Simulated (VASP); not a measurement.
# CuCl (F-43m) in VASP: further runs

Runs on CuCl. Level: PBE. Tasks: G0W0 quasiparticle levels.

Everything below comes from runs of VASP 6.6.1. Logs are shortened: lines on timing, memory, paths and dates and some standing lists are left out, and cuts for length are marked.

### 1 The cell of the first run

The structure is cubic, space group F-43m (No. 216). Conventional cell: a = 5.420 Å, b = 5.420 Å, c = 5.420 Å, α = 90.00°, β = 90.00°, γ = 90.00°. Within 3.1 Å of Cu (site symmetry -43m) lie 4 Cl at 2.35 Å. Within 3.1 Å of Cl (site symmetry -43m) lie 4 Cu at 2.35 Å.

### 2 G0W0 quasiparticle levels, PBE

The input, POSCAR:

```
CuCl
1.0
    0.0000000000      2.7100000000      2.7100000000
    2.7100000000      0.0000000000      2.7100000000
    2.7100000000      2.7100000000      0.0000000000
Cu Cl
1 1
Direct
    0.0000000000      0.0000000000      0.0000000000
    0.2500000000      0.2500000000      0.2500000000
```

The input, INCAR.step1:

```
PREC     = Accurate       # precision mode
ENCUT    = 500            # plane-wave cutoff, eV
EDIFF    = 1E-8           # SCF threshold, eV
ISMEAR   = 0              # smearing method
SIGMA    = 0.01           # smearing width, eV
LREAL    = False          # projectors in reciprocal space
LASPH    = True           # aspherical terms in the spheres
NELM     = 60             # most SCF steps
ALGO     = Normal         # electronic algorithm
LWAVE    = True           # write WAVECAR
LCHARG   = False          # write CHGCAR
GGA      = PE             # functional
```

The input, INCAR.step2:

```
PREC     = Accurate       # precision mode
ENCUT    = 500            # plane-wave cutoff, eV
EDIFF    = 1E-8           # SCF threshold, eV
ISMEAR   = 0              # smearing method
SIGMA    = 0.01           # smearing width, eV
LREAL    = False          # projectors in reciprocal space
LASPH    = True           # aspherical terms in the spheres
NELM     = 1              # most SCF steps
ALGO     = Exact          # electronic algorithm
LWAVE    = True           # write WAVECAR
LCHARG   = False          # write CHGCAR
GGA      = PE             # functional
NBANDS   = 397            # bands
LOPTICS  = True           # frequency-dependent dielectric function
ISTART   = 1
```

The input, INCAR.step3:

```
PREC     = Accurate       # precision mode
ENCUT    = 500            # plane-wave cutoff, eV
EDIFF    = 1E-8           # SCF threshold, eV
ISMEAR   = 0              # smearing method
SIGMA    = 0.01           # smearing width, eV
LREAL    = False          # projectors in reciprocal space
LASPH    = True           # aspherical terms in the spheres
ALGO     = EVGW0          # electronic algorithm
LWAVE    = False          # write WAVECAR
LCHARG   = False          # write CHGCAR
GGA      = PE             # functional
NELMGW   = 1            
NBANDS   = 397            # bands
ENCUTGW  = 180.0          # cutoff of the response function
NOMEGA   = 48             # frequency points
PRECFOCK = Fast         
ISTART   = 1            
NBANDSGW = 17
```

The input, KPOINTS:

```
regular mesh
0
Gamma
  2 2 2
```

Potentials or basis: VASP PAW PBE potentials, release 64 (Cu_GW, Cl_GW).

Launch:

```bash
$ cat potpaw_PBE.64/Cu_GW/POTCAR potpaw_PBE.64/Cl_GW/POTCAR > POTCAR
$ cp INCAR.step1 INCAR
$ mpirun -np 1 vasp_std > vasp.out
$ cp INCAR.step2 INCAR
$ mpirun -np 1 vasp_std > vasp.out
$ cp INCAR.step3 INCAR
$ mpirun -np 1 vasp_std > vasp.out
```

OUTCAR:

```text
PREC = Accurate
   ENCUT = 500
   EDIFF = 1E-8
   ISMEAR = 0
   LREAL = False
   LASPH = True
   GGA = PE
   NELMGW = 1
   ENCUTGW = 180.0
   PRECFOCK = Fast
   ISTART = 1

 ion  position               nearest neighbor table
   1  0.000  0.000  0.000-   2 2.35   2 2.35   2 2.35   2 2.35
   2  0.250  0.250  0.250-   1 2.35   1 2.35   1 2.35   1 2.35

  LATTYP: Found a face centered cubic cell.
 ALAT       =     5.4200000000

  Lattice vectors:

 A1 = (   0.0000000000,   2.7100000000,   2.7100000000)
 A2 = (   2.7100000000,   0.0000000000,   2.7100000000)
 A3 = (   2.7100000000,   2.7100000000,   0.0000000000)

Analysis of symmetry for initial positions (statically):
=====================================================================
 Subroutine PRICEL returns:
 Original cell was already a primitive cell.

 Routine SETGRP: Setting up the symmetry group for a
 face centered cubic supercell.

 Subroutine GETGRP returns: Found 24 space group operations
 (whereof 24 operations were pure point group operations)
 out of a pool of 48 trial point group operations.

The static configuration has the point symmetry T_d .

Analysis of symmetry for dynamics (positions and initial velocities):
=====================================================================
 Subroutine PRICEL returns:
 Original cell was already a primitive cell.

 Routine SETGRP: Setting up the symmetry group for a
 face centered cubic supercell.

 Subroutine GETGRP returns: Found 24 space group operations
 (whereof 24 operations were pure point group operations)
 out of a pool of 48 trial point group operations.

The dynamic configuration has the point symmetry T_d .

 Subroutine INISYM returns: Found 24 space group operations
 (whereof 24 operations are pure point group operations),
 and found     1 'primitive' translations

----------------------------------------------------------------------------------------

                                     Primitive cell
[... 37 lines left out ...]

  Shift w.r.t. Gamma in fractional coordinates (k-lattice)
     0.000000000  0.000000000  0.000000000

 Subroutine IBZKPT returns following result:
 ===========================================

 Found      3 irreducible k-points:

 Following reciprocal coordinates:
            Coordinates               Weight
  0.000000  0.000000  0.000000      1.000000
  0.500000  0.000000  0.000000      4.000000
  0.500000  0.500000  0.000000      3.000000
   k-points           NKPTS =      3   k-points in BZ     NKDIM =      8   number of bands    NBANDS=    397
   number of dos      NEDOS =    301   number of ions     NIONS =      2
   total plane-waves  NPLWV =  21952
   dimension x,y,z NGX =    28 NGY =   28 NGZ =   28
   dimension x,y,z NGXF=    56 NGYF=   56 NGZF=   56
   ions per type =               1   1
   NGX,Y,Z   is equivalent  to a cutoff of  12.15, 12.15, 12.15 a.u.
   NGXF,Y,Z  is equivalent  to a cutoff of  24.29, 24.29, 24.29 a.u.
 SYSTEM =  unknown system
   PREC   = accura    normal or accurate (medium, high low for compatibility)
   ISTART =      1    job   : 0-new  1-cont  2-samecut
   ICHARG =      0    charge: 1-file 2-atom 10-const
   ISPIN  =      1    spin polarized calculation?
   LNONCOLLINEAR =      F non collinear calculations
   LSORBIT =      F    spin-orbit coupling
   LASPH  =      T    aspherical Exc in radial PAW
   ENCUT  =  500.0 eV  36.75 Ry    6.06 a.u.   6.99  6.99  6.99*2*pi/ulx,y,z
   NELM   =     60;   NELMIN=  2; NELMDL=  0     # of ELM steps
   EDIFF  = 0.1E-07   stopping-criterion for ELM
   LREAL  =      F    real-space projection
   EDIFFG = 0.1E-06   stopping-criterion for IOM
   NSW    =      0    number of steps for IOM
   IBRION =     -1    ionic relax: 0-MD 1-quasi-New 2-CG
   NFREE  =      0    steps in history (QN), initial steepest desc. (CG)
   ISIF   =      0    stress and relaxation
   ISYM   =      3    0-nonsym 1-usesym 2-fastsym
   POTIM  = 0.5000    time-step for ionic-motion
   TEBEG  =    0.0;   TEEND  =   0.0 temperature during run
   PSTRESS=    0.0 pullay stress
   NELECT =      18.0000    total number of electrons
   NUPDOWN=      -1.0000    fix difference up-down
   EMIN   =  10.00;   EMAX   =-10.00  energy-range for DOS
   EFERMI =   0.00;   METHOD = LEGACY
   ISMEAR =     0;   SIGMA  =   0.01  broadening in eV -4-tet -1-fermi 0-gaus
   EFERMI_NEDOS =   21; number of points for ismear=-14 and -15
   IALGO  =     38    algorithm
   IMIX   =      4    mixing-type and parameters
     AMIX     =   0.40;   BMIX     =  1.00
     AMIX_MAG =   1.60;   BMIX_MAG =  1.00
  volume/ion in A,a.u.               =      19.90       134.31
  Fermi-wavevector in a.u.,A,eV,Ry     =   1.256569  2.374571 21.483135  1.578966
  Thomas-Fermi vector in A             =   2.390271
   LORBIT       =      0    0 simple, 1 ext, 2 COOP (PROOUT), +10 PAW based schemes
   GGA     = PE    functional components
   LHFCALC =     T    Hartree Fock is set to
   PRECFOCK=fast      Normal, Fast or Accurate (Low or Medium for compatibility)
   ENCUT4O =  -1.0   cutoff for four orbital integrals eV
   NKREDX  =     1    reduce k-point grid by
   NKREDY  =     1    reduce k-point grid by
   NKREDZ  =     1    reduce k-point grid by
   AEXX    =    1.0000 exact exchange contribution
   HFSCREEN=    0.0000 screening length (either q_TF or 0.3 A-1)
   HFSCREENC=   0.0000 screening length for correlation (either q_TF or 0.3 A-1)
   ENCUTFOCK=  -1.0 apply spherical cutoff to Coloumb kernel
   IVDW    =     0    specifies the selected vdW correction
   LEPSILON=     F    determine dielectric tensor
   LRPA    =     F    only Hartree local field effects (RPA)
   LRPAFORCE           =     F    calculate RPA forces
   ENCUTGW             = 180.0    cutoff for response function in eV
   ENCUTGWSOFT         = 144.0    soft cutoff for Coulomb kernel in GW response function in eV
   ENCUTLF             =  -1.0    cutoff for local field effects
   NELMGW              =     1    number of iterations in solving QP/BSE equation
   NELMHF              =     1    number of iterations in the inner HF iteration
   NKREDLFX            =     1    NKREDLFY  =   1   NKREDLFZ  =   1
 non-spin polarized calculation
 Gauss-broadening in eV      SIGMA  =   0.01
  energy-cutoff  :      500.00
  volume of cell :       39.81
 maximum number of plane-waves:      1008
 NGX is ok and might be reduce to    28
  NGX = 16; NGY = 16; NGZ = 16
   NGX = 13   NGY = 13   NGZ = 13
 maximum number of plane-waves:       229

 QP shifts <psi_nk| G(iteration)W_0 |psi_nk>: iteration 1
 for sc-GW calculations column KS-energies equals QP-energies in previous step
 and V_xc(KS)=  KS-energies - (<T + V_ion + V_H > + <T+V_H+V_ion>^1  + <V_x>^1)

 k-point   1 :       0.0000    0.0000    0.0000
  band No.  KS-energies  QP-energies   sigma(KS)   V_xc(KS)     V^pw_x(r,r')   Z            occupation Imag(sigma)

      1     -13.7555     -14.3743     -15.8824     -14.9016     -24.1383       0.6309       2.0000       1.2937
      2      -1.7574      -2.5761     -16.5581     -15.2945     -21.7283       0.6479       2.0000       0.3465
      3      -1.7574      -2.5761     -16.5581     -15.2945     -21.7283       0.6479       2.0000       0.3465
      4      -1.7574      -2.5761     -16.5581     -15.2945     -21.7283       0.6479       2.0000       0.3465
      5       1.4424       0.7635     -20.0842     -18.9287     -28.5375       0.5875       2.0000       0.0791
      6       1.4424       0.7635     -20.0842     -18.9287     -28.5375       0.5875       2.0000       0.0791
[... 38 lines left out ...]
      3      -1.8512      -2.7674     -15.6907     -14.3146     -19.5791       0.6658       2.0000       0.2386
      4      -1.8512      -2.7674     -15.6907     -14.3146     -19.5791       0.6658       2.0000       0.2386
      5       1.3341       0.6553     -18.8595     -17.7128     -26.9422       0.5920       2.0000       0.1308
      6       1.5639       0.9032     -19.4838     -18.3824     -27.2896       0.5998       2.0000       0.0691
[... 9 lines left out ...]
     16      16.6390      17.0473     -11.8171     -12.4222      -5.8104       0.6749       0.0000      -0.4815
     17      16.6390      17.0473     -11.8171     -12.4222      -5.8104       0.6749       0.0000      -0.4815
```

OUTCAR.step1:

```text
PREC = Accurate
   ENCUT = 500
   EDIFF = 1E-8
   ISMEAR = 0
   LREAL = False
[... 246 lines left out ...]
      0.00000      0.00000      0.00000        -0.000000     -0.000000     -0.000000
      1.35500      1.35500      1.35500         0.000000      0.000000      0.000000
 -----------------------------------------------------------------------------------
    total drift:                               -0.000001     -0.000001     -0.000001

  FREE ENERGIE OF THE ION-ELECTRON SYSTEM (eV)
  ---------------------------------------------------
  free  energy   TOTEN  =        -5.8820964531 eV

  energy  without entropy=       -5.8820964531  energy(sigma->0) =       -5.88209645
```

OUTCAR.step2:

```text
PREC = Accurate
   ENCUT = 500
   EDIFF = 1E-8
   ISMEAR = 0
   LREAL = False
[... 604 lines left out ...]
     0.00000    51.47999    51.47999    51.47999    -0.00000    -0.00000     0.00000
     3.27917     9.58035     9.58035     9.58035    -0.00000     0.00000     0.00000
     6.55834     7.54550     7.54550     7.54550     0.00000    -0.00000     0.00000
     9.83751    -3.20995    -3.20995    -3.20995    -0.00000     0.00000    -0.00000
    13.11668    -0.63708    -0.63708    -0.63708    -0.00000     0.00000    -0.00000
    16.39585     0.20451     0.20451     0.20451    -0.00000     0.00000    -0.00000
[... 92 lines left out ...]
   321.35861     0.99238     0.99238     0.99238     0.00000     0.00000     0.00000
   324.63778     0.99255     0.99255     0.99255     0.00000     0.00000     0.00000
```

Run time: 24 s. Hardware: 1 thread of Intel Xeon 6975P-C (Granite Rapids), shared host; peak memory 0.26 GiB.

Results:

```
Quasiparticle gap                                   : 1.21 eV
Least direct quasiparticle gap                      : 1.21 eV
Band gap of the starting levels on the mesh         : 0.62 eV
Least direct gap of the starting levels on the mesh : 0.62 eV
```

Caveat: the k points lie up to 1.00 Å⁻¹ apart; bands, screening cutoff and mesh are small and nothing is extrapolated, so the quasiparticle values aren't converged.

(Part 1 of 2 ends here.)
